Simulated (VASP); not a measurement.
A run of VASP 6.6.1:

File POSCAR:

```
TcMo
1.0
    1.5490510000     -2.2403620000      0.0000000000
    1.5490510000      2.2403620000      0.0000000000
    0.0000000000      0.0000000000      4.4224910000
Tc Mo
1 1
Direct
    0.5000000000      0.5000000000      0.5000000000
    0.0000000000      0.0000000000      0.0000000000
```

File INCAR.step1:

```
  ALGO = Normal
  EDIFF = 1E-4
  ENCUT = 520
  GGA = PE
  ISMEAR = -1
  LASPH = True
  LCHARG = False
  LREAL = False
  LWAVE = True
  NBANDS = 20
  NELM = 60
  PREC = Accurate
  SIGMA = 0.1
```

Contents of INCAR.step2:

```
  ALGO = Normal
  EDIFF = 1E-6
  ENCUT = 520
  ISIF = 2
  ISMEAR = -1
  ISTART = 1
  LASPH = True
  LCHARG = False
  LMIXTAU = True
  LREAL = False
  LWAVE = False
  METAGGA = R2SCAN
  NBANDS = 20
  NELM = 60
  PREC = Accurate
  SIGMA = 0.1
```

File KPOINTS:

```
k-points
0
Gamma
  5 5 3
```

Potentials or basis: VASP PAW PBE potentials, release 64 (Tc_pv, Mo_sv).

Run with:

```console
$ cat potpaw_PBE.64/Tc_pv/POTCAR potpaw_PBE.64/Mo_sv/POTCAR > POTCAR
$ cp INCAR.step1 INCAR
$ mpirun -np 1 vasp_std > vasp.out
$ cp INCAR.step2 INCAR
$ mpirun -np 1 vasp_std > vasp.out
```

Hardware: 1 thread of Intel(R) Xeon(R) Platinum 8259CL CPU @ 2.50GHz (Skylake/Cascade Lake) (shared host).

Task: Estimate the wall time of this run.

Result: Run time: 32 s on 1 thread of Intel(R) Xeon(R) Platinum 8259CL CPU @ 2.50GHz (Skylake/Cascade Lake), with other jobs on the host, peak memory 0.15 GiB. Counts: k points 18.
